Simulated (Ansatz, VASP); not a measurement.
One calculation of Be2S, two programs

```
Be S
1.0
     3.15757    0.00000    0.00000
     0.00000    3.15757    0.00000
     0.00000    0.00000    3.94037
Be S
2 1
Direct
  0.00000 0.50000 0.16854
  0.50000 0.00000 0.83146
  0.50000 0.50000 0.50000
```

Alike in both runs: task single point; functional PBE-based screened hybrid; k mesh 4 × 4 × 4; occupations fermi-dirac, width 0.05 eV; no spin polarisation.

```csv
,VASP,Ansatz
version,VASP 6.6.1,Ansatz 0.2.0
potentials or method,"VASP PAW PBE potentials, release 64 (Be, S)",Ansatz PAW
plane-wave cutoff (eV),520,420
valence electrons in the cell,10,10
```

VASP gave:

```
gap on the k mesh at the Fermi level (eV)                     : none
pressure (GPa)                                                : -1.1
traceless stress, the component that is largest in VASP (GPa) : -1.11
rms of the force components (eV/Å)                            : 0.094
```

Problem. Estimate Ansatz's values.

Solution. gap on the k mesh at the Fermi level (eV): none; pressure (GPa): -0.9; traceless stress, the component that is largest in VASP (GPa): -1.20; rms of the force components (eV/Å): 0.097.

VASP's potentials were made for PBE, not for PBE-based screened hybrid. Atom by atom the forces differ by 0.003 eV/Å (rms over components). A gap of «none» marks a metal or a gap that the smearing closes.

The k mesh is coarse, so the values compare programs but aren't converged.
